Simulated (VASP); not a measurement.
**Sn: single point with r2SCAN**

Slab: Sn, a slab with vacuum.

```
Sn
1.0
     4.64316    0.00000    0.00000
     0.00000    4.64316    0.00000
     0.00000    0.00000   17.64160
Sn
2
Direct
  0.75000 0.00000 0.45807
  0.25000 0.00000 0.54193
```

* Program: VASP 6.6.1
* Task: single point
* Functional: r2SCAN
* Potentials or basis: VASP PAW PBE potentials, release 64 (Sn_d)
* Cutoff: 520 eV
* k mesh: 7 × 7 × 1
* Occupations: fermi-dirac, width 0.02 eV
* Spin: no spin polarisation

| Property | Result |
| --- | --- |
| Largest force | 0.023 eV/Å |
| Band gap on the k mesh | zero (band 14 reaches -2.35 eV, above the bottom of band 15 at -2.89 eV) |

Forces in eV/Å, atoms in the order of the input:
```
Sn   0.000  0.000 -0.023
Sn   0.000  0.000  0.023
```

Levels at points of the mesh, in eV from the Fermi level:
| k point | band 11 | band 12 | band 13 | band 14 | band 15 | band 16 | band 17 | band 18 |
| --- | --- | --- | --- | --- | --- | --- | --- | --- |
| (0.00, 0.00, 0.00) | -9.18 | -4.32 | -1.36 | 0.02 | 0.86 | 1.39 | 3.98 | 4.28 |

Run time: 6.5 min on 1 thread of Intel(R) Xeon(R) 6975P-C (Granite Rapids), on a shared host, peak memory 0.49 GiB.

Caveat: the PAW data sets were made with another functional, which shifts forces and pressure a little; spin-orbit coupling is left out, which moves the levels of the heavy elements.
